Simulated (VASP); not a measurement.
# Al24N23O (a cell with a defect) in VASP: single point with PBE

Aim: the single point of Al24N23O (a cell with a defect) with PBE.

Program: VASP 6.6.1. These are calculated values, not measurements. Logs are shortened: lines on timing, memory, paths and dates and some standing lists are left out, and cuts for length are marked.

### 1 The cell of the first run

The cell holds a defect, 48 atoms: a = 9.339 Å, b = 6.226 Å, c = 9.962 Å, α = 90.00°, β = 90.00°, γ = 120.00°.

### 2 Single point, PBE

INCAR

```
SYSTEM = Al24N23O
  PREC = Accurate
  ENCUT = 520
  EDIFF = 1E-6
  ISMEAR = -1
  SIGMA = 0.01
  LREAL = Auto
  LASPH = .True.
  NELM = 60
  ALGO = Normal
  ISIF = 2
  LWAVE = .False.
  LCHARG = .True.
  GGA = PE
  LELF = .True.
  LVHAR = .True.
  NBANDS = 126
  NELECT = 192.0
```

KPOINTS

```
Automatic mesh
0
Gamma
  3 4 2
  0 0 0
```

POSCAR

```
Al24N23O
1.0
    9.3390000000      0.0000000000      0.0000000000
   -3.1130000000      5.3918741640      0.0000000000
    0.0000000000      0.0000000000      9.9620000000
Al O N
24 1 23
Direct
    0.1109996826      0.3332687188     -0.0094250464
    0.1110138151      0.3332931540      0.5024876206
    0.1098166316      0.8323280393     -0.0015879532
    0.1102395473      0.8326453127      0.5002482057
    0.4455992409      0.3343936351     -0.0014949880
    0.4450890725      0.3342382990      0.4998978908
    0.4456328039      0.8340209669     -0.0013383110
    0.4448579552      0.8332294974      0.4999645848
    0.7772825229      0.3340255706     -0.0016076402
    0.7774727694      0.3334101714      0.5001001036
    0.7773711694      0.8319741857     -0.0015378421
    0.7779301427      0.8331617306      0.5002823360
    0.2259234466      0.1620331521      0.2510786173
    0.2228578374      0.1664038362      0.7497300621
    0.2258753105      0.6767776528      0.2511248993
    0.2228189495      0.6678562919      0.7497837688
    0.5557488819      0.1668537127      0.2495944337
    0.5554775967      0.1665647603      0.7491870848
    0.5562874229      0.6671475487      0.2502139460
    0.5555076116      0.6666742768      0.7491378834
    0.8814766109      0.1611370178      0.2513392998
    0.8879319603      0.1659732573      0.7498200906
    0.8878559509      0.6659036419      0.2509474921
    0.8886877600      0.6665028351      0.7490668220
    0.1110764688      0.3333202309      0.1891411189
    0.1111243910      0.3333406557      0.6927073441
    0.1101260127      0.8325590098      0.1901343230
    0.1116783953      0.8337631773      0.6908765833
    0.4437576283      0.3341847400      0.1900095399
    0.4440841189      0.3330256661      0.6905802351
    0.4435394511      0.8312427881      0.1901013233
    0.4439418111      0.8329947072      0.6906278586
    0.7791003038      0.3340756843      0.1899587355
    0.7778253322      0.3328631499      0.6906659805
    0.7795220521      0.8349188350      0.1899927970
    0.7779789343      0.8339994168      0.6907579922
    0.2212098448      0.1676346032      0.4389948498
    0.2220327080      0.1667144534      0.9426376077
    0.2211070120      0.6641061157      0.4390186455
    0.2220556941      0.6663423653      0.9426564978
    0.5552053800      0.1661893039      0.4399306335
    0.5554054241      0.1664864954      0.9406464987
    0.5560790968      0.6672824812      0.4403654990
    0.5557152492      0.6668478412      0.9404298961
    0.8908217236      0.1682221313      0.4391803319
    0.8892367647      0.1669824724      0.9424682662
    0.8887774184      0.6664983667      0.4408282285
    0.8888440920      0.6665880445      0.9402758537
```

Potentials or basis: VASP PAW PBE potentials, release 64 (Al, O, N).

Started as:

```sh
> cat potpaw_PBE.64/Al/POTCAR potpaw_PBE.64/O/POTCAR potpaw_PBE.64/N/POTCAR > POTCAR
> mpirun -np 1 vasp_std > vasp.out
```

OUTCAR:

```text
SYSTEM = Al24N23O
   PREC = Accurate
   ENCUT = 520
   EDIFF = 1E-6
   ISMEAR = -1
   LREAL = Auto
   LASPH = .True.
   NELM = 60
   ISIF = 2
   GGA = PE
   NELECT = 192.0

 ion  position               nearest neighbor table
   1  0.111  0.333  0.991-  46 1.86  40 1.86  38 1.86  25 1.98  22 3.00  16 3.00  14 3.00   3 3.11
                             3 3.11  11 3.12   9 3.12   5 3.12   7 3.12  13 3.19  15 3.19  21 3.19
   2  0.111  0.333  0.502-  45 1.89  39 1.89  37 1.89  26 1.89  14 3.05  16 3.05  22 3.05  12 3.11
                             4 3.11   4 3.11  15 3.11   8 3.12  13 3.12  10 3.12  21 3.12   6 3.12
   3  0.110  0.832  0.998-  48 1.88  40 1.89  38 1.89  27 1.91  24 3.06  16 3.06  14 3.06  13 3.08
                            15 3.08  23 3.09  11 3.10   9 3.10   1 3.11   1 3.11   5 3.13   7 3.13
   4  0.110  0.833  0.500-  47 1.89  28 1.90  39 1.91  37 1.91  15 3.05  13 3.05  24 3.06  23 3.07
                            14 3.07  16 3.07  12 3.11  10 3.11   2 3.11   2 3.11   8 3.12   6 3.13
   5  0.446  0.334  0.999-  44 1.88  42 1.88  38 1.89  29 1.91  20 3.06  18 3.06  14 3.06  17 3.08
                            13 3.08  19 3.08  11 3.10   9 3.10   7 3.11   7 3.12   1 3.12   3 3.13
   6  0.445  0.334  0.500-  43 1.89  41 1.89  30 1.90  37 1.91  13 3.05  20 3.06  18 3.07  19 3.07
                            14 3.07  17 3.07  10 3.11  12 3.11   8 3.11   2 3.12   8 3.12   4 3.13
   7  0.446  0.834  0.999-  44 1.88  42 1.88  40 1.89  31 1.91  20 3.06  18 3.06  16 3.07  17 3.08
                            15 3.08  19 3.08  11 3.10   9 3.11   5 3.11   5 3.12   1 3.12   3 3.13
   8  0.445  0.833  0.500-  43 1.89  41 1.89  32 1.90  39 1.91  15 3.05  20 3.06  18 3.07  19 3.07
                            16 3.07  17 3.08   6 3.11  10 3.11  12 3.11   2 3.12   6 3.12   4 3.12
   9  0.777  0.334  0.998-  48 1.88  42 1.88  46 1.89  33 1.91  22 3.06  18 3.06  24 3.06  17 3.08
[... 53 lines left out ...]
  47  0.889  0.666  0.441-   4 1.89  12 1.89  10 1.89  23 1.89
  48  0.889  0.667  0.940-   3 1.88   9 1.88  11 1.88  24 1.90

  Warning from LATTYP: Monoclinic adjustment (A1->A3, A2->A1, A3->A2)!
  Warning from LATTYP: Got some problem with cell dimensions!
  Tried to take original basis but could not verify dimensions!
  LATTYP: Found a simple monoclinic cell.
 ALAT       =     6.2260000000
 B/A-ratio  =     1.6000642467
 C/A-ratio  =     1.3228756555
 COS(beta)  =    -0.1889822365

  Lattice vectors:

 A1 = (  -3.1130000000,   5.3918741640,   0.0000000000)
 A2 = (   0.0000000000,   0.0000000000,  -9.9620000000)
 A3 = (  -6.2260000000,  -5.3918741640,   0.0000000000)

Analysis of symmetry for initial positions (statically):
=====================================================================
 Subroutine PRICEL returns:
 Original cell was already a primitive cell.

 Routine SETGRP: Setting up the symmetry group for a
 simple monoclinic supercell.

 Subroutine GETGRP returns: Found  1 space group operations
 (whereof  1 operations were pure point group operations)
 out of a pool of  4 trial point group operations.

The static configuration has the point symmetry C_1 .

Analysis of symmetry for dynamics (positions and initial velocities):
=====================================================================
 Subroutine PRICEL returns:
 Original cell was already a primitive cell.

 Routine SETGRP: Setting up the symmetry group for a
 simple monoclinic supercell.

 Subroutine GETGRP returns: Found  1 space group operations
 (whereof  1 operations were pure point group operations)
 out of a pool of  4 trial point group operations.

The dynamic configuration has the point symmetry C_1 .

 Subroutine INISYM returns: Found  1 space group operations
 (whereof  1 operations are pure point group operations),
 and found     1 'primitive' translations

----------------------------------------------------------------------------------------

                                     Primitive cell

  volume of cell :     501.6336

  direct lattice vectors                    reciprocal lattice vectors
     9.339000000  0.000000000  0.000000000     0.107077846  0.061821423  0.000000000
    -3.113000000  5.391874164  0.000000000     0.000000000  0.185464269  0.000000000
     0.000000000  0.000000000  9.962000000     0.000000000  0.000000000  0.100381450

  length of vectors
     9.339000000  6.226000000  9.962000000     0.123642846  0.185464269  0.100381450

  position of ions in fractional coordinates (direct lattice)
     0.110999683  0.333268719  0.990574954
     0.111013815  0.333293154  0.502487621
     0.109816632  0.832328039  0.998412047
     0.110239547  0.832645313  0.500248206
     0.445599241  0.334393635  0.998505012
     0.445089072  0.334238299  0.499897891
[... 40 lines left out ...]
     0.888777418  0.666498367  0.440828229
     0.888844092  0.666588045  0.940275854

  ion indices of the primitive-cell ions
   primitive index   ion index
                 1           1
                 2           2
                 3           3
                 4           4
                 5           5
                 6           6
[... 40 lines left out ...]
                47          47
                48          48

----------------------------------------------------------------------------------------

 KPOINTS: Automatic mesh

Automatic generation of k-mesh.
 Grid dimensions read from file:
 generate k-points for:    3    4    2

 Generating k-lattice:

  Cartesian coordinates                     Fractional coordinates (reciprocal lattice)
     0.035692615  0.020607141  0.000000000     0.333333333  0.000000000  0.000000000
     0.000000000  0.046366067  0.000000000     0.000000000  0.250000000  0.000000000
     0.000000000  0.000000000  0.050190725     0.000000000  0.000000000  0.500000000

  Length of vectors
     0.041214282  0.046366067  0.050190725

  Shift w.r.t. Gamma in fractional coordinates (k-lattice)
     0.000000000  0.000000000  0.000000000

 Subroutine IBZKPT returns following result:
 ===========================================

 Found     14 irreducible k-points:

 Following reciprocal coordinates:
            Coordinates               Weight
  0.000000  0.000000  0.000000      1.000000
  0.333333  0.000000  0.000000      2.000000
  0.000000  0.250000  0.000000      2.000000
  0.333333  0.250000  0.000000      2.000000
 -0.333333  0.250000  0.000000      2.000000
  0.000000  0.500000  0.000000      1.000000
  0.333333  0.500000  0.000000      2.000000
  0.000000  0.000000  0.500000      1.000000
  0.333333  0.000000  0.500000      2.000000
  0.000000  0.250000  0.500000      2.000000
  0.333333  0.250000  0.500000      2.000000
 -0.333333  0.250000  0.500000      2.000000
  0.000000  0.500000  0.500000      1.000000
  0.333333  0.500000  0.500000      2.000000
   k-points           NKPTS =     14   k-points in BZ     NKDIM =     14   number of bands    NBANDS=    126
   number of dos      NEDOS =    301   number of ions     NIONS =     48
   total plane-waves  NPLWV = 268800
   dimension x,y,z NGX =    70 NGY =   48 NGZ =   80
   dimension x,y,z NGXF=   140 NGYF=   96 NGZF=  160
   ions per type =              24   1  23
   NGX,Y,Z   is equivalent  to a cutoff of  12.46, 12.82, 13.35 a.u.
   NGXF,Y,Z  is equivalent  to a cutoff of  24.92, 25.63, 26.70 a.u.
 SYSTEM =  Al24N23O
   PREC   = accura    normal or accurate (medium, high low for compatibility)
   ISTART =      0    job   : 0-new  1-cont  2-samecut
   ICHARG =      2    charge: 1-file 2-atom 10-const
   ISPIN  =      1    spin polarized calculation?
   LNONCOLLINEAR =      F non collinear calculations
   LSORBIT =      F    spin-orbit coupling
   LASPH  =      T    aspherical Exc in radial PAW
   ENCUT  =  520.0 eV  38.22 Ry    6.18 a.u.  17.36 11.58 18.52*2*pi/ulx,y,z
   NELM   =     60;   NELMIN=  2; NELMDL= -5     # of ELM steps
   EDIFF  = 0.1E-05   stopping-criterion for ELM
   LREAL  =      T    real-space projection
   EDIFFG = 0.1E-04   stopping-criterion for IOM
   NSW    =      0    number of steps for IOM
[... 5 lines left out ...]
   TEBEG  =    0.0;   TEEND  =   0.0 temperature during run
   PSTRESS=    0.0 pullay stress
   NELECT =     192.0000    total number of electrons
   NUPDOWN=      -1.0000    fix difference up-down
   EMIN   =  10.00;   EMAX   =-10.00  energy-range for DOS
   EFERMI =   0.00;   METHOD = LEGACY
   ISMEAR =    -1;   SIGMA  =   0.01  broadening in eV -4-tet -1-fermi 0-gaus
   EFERMI_NEDOS =   21; number of points for ismear=-14 and -15
   IALGO  =     38    algorithm
   IMIX   =      4    mixing-type and parameters
     AMIX     =   0.40;   BMIX     =  1.00
     AMIX_MAG =   1.60;   BMIX_MAG =  1.00
  volume/ion in A,a.u.               =      10.45        70.52
  Fermi-wavevector in a.u.,A,eV,Ry     =   1.188629  2.246183 19.222843  1.412839
  Thomas-Fermi vector in A             =   2.324754
   LORBIT       =      0    0 simple, 1 ext, 2 COOP (PROOUT), +10 PAW based schemes
   GGA     = PE    functional components
   LHFCALC =     F    Hartree Fock is set to
   AEXX    =    0.0000 exact exchange contribution
   IVDW    =     0    specifies the selected vdW correction
   LEPSILON=     F    determine dielectric tensor
   LRPA    =     F    only Hartree local field effects (RPA)
 non-spin polarized calculation
  energy-cutoff  :      520.00
  volume of cell :      501.63
 maximum number of plane-waves:     13526
 NGX is ok and might be reduce to    70
   NGX = 35   NGY = 23   NGZ = 37

 number of electron     191.9999989 magnetization

 Free energy of the ion-electron system (eV)
  ---------------------------------------------------
  ext. energy  EPLUGINS =         0.00000000
  ---------------------------------------------------
  free energy    TOTEN  =      -364.34798879 eV

  energy without entropy =     -364.34798879  energy(sigma->0) =     -364.34798879

 E-fermi :   6.3551     XC(G=0): -10.8742

 val. band max:        6.1165663176   @ k =   0.0000   0.0000   0.0000
 cond. band min:      10.0439340413   @ k =   0.0000   0.0000   0.0000
 fundamental gap:      3.9273677237
 Fermi energy:         6.3550585641

 k-point     1 :       0.0000    0.0000    0.0000
  band No.  band energies     occupation
      1     -12.9487      2.00000
      2      -8.9035      2.00000
      3      -8.1240      2.00000
      4      -8.0434      2.00000
      5      -7.7928      2.00000
      6      -7.6722      2.00000
[... 1543 lines left out ...]
    107      12.5241      0.00000
    108      12.5858      0.00000
 [bands above 108 left out]

------------------------ aborting loop because EDIFF is reached ----------------------------------------

  FORCE on cell =-STRESS in cart. coord.  units (eV):
  Direction    XX          YY          ZZ          XY          YZ          ZX
  --------------------------------------------------------------------------------------
  -------------------------------------------------------------------------------------
  Total       -0.4258348     -0.3705380     -0.5494705     -0.0942508     -0.0031971     -0.0096730
  in kB       -1.3600818     -1.1834685     -1.7549644     -0.3010295     -0.0102114     -0.0308949
  external PRESSURE =      -1.4328382 kB  Pullay stress =       0.0000000 kB

 VOLUME and BASIS-vectors are now :
 -----------------------------------------------------------------------------
  energy-cutoff  :      520.00
  volume of cell :      501.63
      direct lattice vectors                 reciprocal lattice vectors
     9.339000000  0.000000000  0.000000000     0.107077846  0.061821423  0.000000000
    -3.113000000  5.391874164  0.000000000     0.000000000  0.185464269  0.000000000
     0.000000000  0.000000000  9.962000000     0.000000000  0.000000000  0.100381450

 POSITION                                       TOTAL-FORCE (eV/Angst)
 -----------------------------------------------------------------------------------
     -0.00084      1.79694      9.86811        -0.004911     -0.000145     -0.007716
     -0.00078      1.79707      5.00578        -0.000500      0.001416      0.003330
     -1.56546      4.48781      9.94618        -0.001844      0.000618      0.004649
     -1.56250      4.48952      4.98347         0.000710      0.005311      0.001940
      3.12048      1.80301      9.94711         0.005548      0.000063      0.003743
      3.11620      1.80217      4.97998        -0.001616     -0.002164      0.001170
[... 40 lines left out ...]
      6.22548      3.59368      4.39153         0.000303      0.000219     -0.000645
      6.22583      3.59416      9.36703        -0.000103      0.000362     -0.006441
 -----------------------------------------------------------------------------------
    total drift:                                0.000868     -0.019164      0.041795

  FREE ENERGIE OF THE ION-ELECTRON SYSTEM (eV)
  ---------------------------------------------------
  free  energy   TOTEN  =      -364.3479887948 eV

  energy  without entropy=     -364.3479887948  energy(sigma->0) =     -364.34798879
```

Wall time 70 min (1 thread of Oxide Virtual Turin-like, shared host); peak memory 0.87 GiB.

Results:

```yaml
Free_energy: -364.3480 eV
Largest_force: 0.014 eV/Å
```

Forces in eV/Å, atoms in the order of the input:
```
Al  -0.005  0.000 -0.008
Al  -0.001  0.001  0.003
Al  -0.002  0.001  0.005
Al   0.001  0.005  0.002
Al   0.006  0.000  0.004
Al  -0.002 -0.002  0.001
Al   0.003  0.000  0.004
Al  -0.002  0.002  0.001
Al   0.000 -0.001  0.003
Al   0.000  0.000  0.000
Al  -0.001 -0.002  0.005
Al  -0.002  0.000  0.000
Al   0.009 -0.010 -0.001
Al   0.000  0.000 -0.002
Al  -0.003  0.012 -0.002
Al   0.000  0.001 -0.002
Al   0.000 -0.003  0.000
Al  -0.001 -0.001 -0.001
Al   0.000  0.000  0.000
Al  -0.001 -0.001  0.000
Al  -0.007 -0.008 -0.002
Al   0.000 -0.002  0.000
Al   0.002 -0.002  0.001
Al   0.001 -0.002  0.000
O    0.005  0.002  0.009
N    0.000  0.000 -0.001
N   -0.002 -0.001 -0.002
N   -0.001  0.000  0.002
N    0.002  0.003 -0.004
N    0.000  0.001  0.002
N    0.002  0.000 -0.004
N    0.000  0.000  0.002
N   -0.002  0.002 -0.003
N    0.001  0.000  0.002
N    0.000 -0.002 -0.002
N    0.000  0.001  0.002
N   -0.002  0.002  0.004
N    0.004  0.000 -0.003
N    0.000 -0.002  0.004
N    0.002  0.004 -0.003
N    0.001  0.002  0.000
N    0.000  0.000 -0.003
N   -0.001  0.000 -0.001
N   -0.002  0.000 -0.004
N    0.002  0.002  0.005
N   -0.004 -0.002 -0.004
N    0.000  0.000 -0.001
N    0.000  0.000 -0.006
```

Levels at points of the mesh, in eV from the Fermi level:
```csv
k point,band 93,band 94,band 95,band 96,band 97,band 98,band 99,band 100
"(0.00, 0.00, 0.00)",-0.69,-0.40,-0.39,-0.24,3.69,4.84,5.15,5.35
"(0.00, 0.50, 0.00)",-0.67,-0.66,-0.61,-0.58,5.06,5.10,5.27,5.83
"(0.00, 0.00, 0.50)",-0.62,-0.59,-0.43,-0.43,4.23,4.82,4.93,4.96
"(0.00, 0.50, 0.50)",-0.76,-0.75,-0.74,-0.72,5.10,5.55,5.66,5.67
```

Caveat: the cell carries a net charge on a neutralising background, which shifts energy and pressure; the cell is charged against a uniform background, so pressure and absolute levels hang on convention.
